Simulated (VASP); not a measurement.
Input of a VASP 6.6.1 run:

INCAR

```
  ALGO = Normal
  EDIFF = 1E-8
  ENCUT = 520
  GGA = PE
  IBRION = 8
  ISIF = 2
  ISMEAR = 0
  LASPH = T
  LCHARG = T
  LEPSILON = T
  LREAL = F
  LWAVE = F
  NELM = 80
  NSW = 1
  PREC = Accurate
  SIGMA = 0.01
```

File KPOINTS:

```
k-points
0
Gamma
  6 6 6
```

POSCAR

```
BaZrO3
1.0
    4.2272073381      0.0000000000      0.0000000000
    0.0000000000      4.2272073381      0.0000000000
    0.0000000000      0.0000000000      4.2272073381
Ba Zr O
1 1 3
Direct
    0.0000000000      0.0000000000      0.0000000000
    0.5000000000      0.5000000000      0.5000000000
    0.0000000000      0.5000000000      0.5000000000
    0.5000000000      0.0000000000      0.5000000000
    0.5000000000      0.5000000000      0.0000000000
```

Potentials or basis: VASP PAW PBE potentials, release 64 (Ba_sv, Zr_sv, O).

The run is started by

```console
$ cat potpaw_PBE.64/Ba_sv/POTCAR potpaw_PBE.64/Zr_sv/POTCAR potpaw_PBE.64/O/POTCAR > POTCAR
$ mpirun -np 1 vasp_std > vasp.out
```

(1) What does it give for the electronic dielectric tensor (diagonal)?

(2) Estimate the Born charges (mean of the diagonal).

(3) What does it give for the highest phonon frequency at Γ, LO-TO splitting left out?

Answers

(1) 4.88.

(2) Ba +2.73; Zr +6.13; O -2.95 e.

(3) 475 cm⁻¹.
